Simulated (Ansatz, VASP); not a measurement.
## BaTiO3: VASP beside Ansatz

```
Ba Ti O
1.0
    -4.01345   -0.01142   -4.00197
    -0.01145   -4.00198    0.00000
    -3.99054    0.01142    4.00197
Ba Ti O
2 2 6
Direct
  0.00000 0.00000 0.00000
  0.50000 0.00000 0.50000
  0.51070 0.51070 0.00000
  0.01070 0.51070 0.50000
  0.73435 0.48870 0.75435
  0.23435 0.48870 0.25435
  0.73435 0.48870 0.24565
  0.23435 0.48870 0.74565
  0.98870 0.98000 0.50000
  0.48870 0.98000 0.00000
```

Alike in both runs: task single point; functional r2SCAN; k mesh 5 × 6 × 5; occupations fermi-dirac, width 0.0657 eV; no spin polarisation; Hubbard terms Ti d U = 5.4 eV, O p U = 6.68 eV.

|  | VASP | Ansatz |
| --- | --- | --- |
| version | VASP 6.6.1 | Ansatz 0.2.0 |
| potentials or method | VASP PAW PBE potentials, release 64 (Ba_sv, Ti_sv, O), cutoff 660 eV | PAW plane waves |
| valence electrons in the cell | 80 | 80 |

VASP gave:

```
gap on the k mesh at the Fermi level (eV) : 3.54
pressure (GPa)                            : 5.8
rms of the force components (eV/Å)        : 0.516
```

Task: Estimate Ansatz's values.

Result: gap on the k mesh at the Fermi level (eV): 4.48; pressure (GPa): 3.8; rms of the force components (eV/Å): 0.462.

VASP's potentials were made for PBE, not for r2SCAN. The programs project onto different local orbitals, so the same U acts differently, and such runs can settle in different states. Ansatz's warnings: structure snapped to symmetry.

Neither program's run includes spin-orbit coupling.
